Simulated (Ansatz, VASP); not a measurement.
**One calculation of Si, two programs**

The input INCAR:

```
PREC = Accurate ; ENCUT = 520
EDIFF = 1E-7 ; ISMEAR = 0
SIGMA = 0.1 ; LREAL = F
LASPH = T ; NELM = 100
ALGO = Normal ; ISIF = 2
LWAVE = F ; LCHARG = F
LDIPOL = T ; IDIPOL = 3
DIPOL = 0.5 0.5 0.500 ; NBANDS = 11
```

KPOINTS

```
regular mesh
0
Gamma
  15 15 1
```

POSCAR

```
Si
1.0
    3.9540000000      0.0000000000      0.0000000000
   -1.9770000000      3.4242644466      0.0000000000
    0.0000000000      0.0000000000     28.0000000000
Si
2
Direct
    0.3333333333      0.6666666667      0.5076607143
    0.6666666667      0.3333333333      0.4923392857
```

Input for Ansatz:

```yaml
crystal:
  lattice:
    - [3.954, 0.0, 0.0]
    - [-1.977, 3.4242644466, 0.0]
    - [0.0, 0.0, 28.0]
  atoms:
    - { symbol: Si, position: [0.3333333333, 0.6666666667, 0.5076607143] }
    - { symbol: Si, position: [0.6666666667, 0.3333333333, 0.4923392857] }
  periodic: [true, true, false]
basis:
  ecutwfc: 420
kpoints:
  mp_grid: { grid: [15, 15, 1] }
hamiltonian:
  xc: lda
  pseudopotentials: { kind: paw, azcp: { folder: soft_1 } }
scf:
  occupations: { method: gaussian, width: 0.1 }
output:
  forces: true
  stress: true
  eigenvalues: true
```

Alike in both runs: task single point; functional LDA; k mesh 15 × 15 × 1; occupations gaussian, width 0.1 eV; no spin polarisation.

|  | VASP | Ansatz |
| --- | --- | --- |
| version | VASP 6.6.1 | Ansatz 0.2.0 |
| potentials or method | VASP PAW LDA potentials, release 64 (Si), cutoff 520 eV | scalar-relativistic, plane waves, PAW |
| valence electrons in the cell | 8 | 8 |

```tsv
	VASP	Ansatz	Ansatz less VASP
gap on the k mesh at the Fermi level (eV)	none	none	-
rms of the force components (eV/Å)	0.094	0.094	-0.0003
```

Ansatz warns that its potentials were made for another functional, while VASP's fit it. LDA's correlation is that of Perdew and Zunger in VASP and of Perdew and Wang (1992) in Ansatz. Atom by atom the forces differ by 0.000 eV/Å (rms over components). A gap of «none» marks a metal or a gap that the smearing closes.
